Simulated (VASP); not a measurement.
The system is Hf.

```xyz
3
Lattice="4.9952 0.0000 0.0000 -2.4976 4.3260 0.0000 0.0000 0.0000 3.1067" Properties=species:S:1:pos:R:3 pbc="T T T"
Hf    0.0000    0.0000    0.0000
Hf    0.0000    2.8840    1.5533
Hf    2.4976    1.4420    1.5533
```

Base run:

```yaml
Program: VASP 6.6.1
Functional: r2SCAN
Potentials_or_basis: VASP PAW PBE potentials, release 64 (Hf_pv)
Cutoff: 520 eV
k_mesh: 6 × 6 × 9
Occupations: fermi-dirac, width 0.05 eV
Spin: no spin polarisation
```

Its results: band gap on the k mesh zero (band 15 reaches 5.03 eV, above the bottom of band 16 at 4.12 eV); pressure -2.1 GPa.

Problem. The run is repeated on the same cell with these changes: functional from r2SCAN to PBE; further incar settings from ALGO = Normal; EDIFF = 1e-07; NBANDS = 22 to ALGO = Fast; EDIFF = 1e-06; NBANDS = 22. What comes out?

Solution. Band gap on the k mesh zero (band 15 reaches 5.03 eV, above the bottom of band 16 at 4.12 eV); pressure -0.7 GPa.

Caveats: spin-orbit coupling is left out, which moves the levels of the heavy elements; the PAW data sets were made with another functional, which shifts forces and pressure a little (some runs).
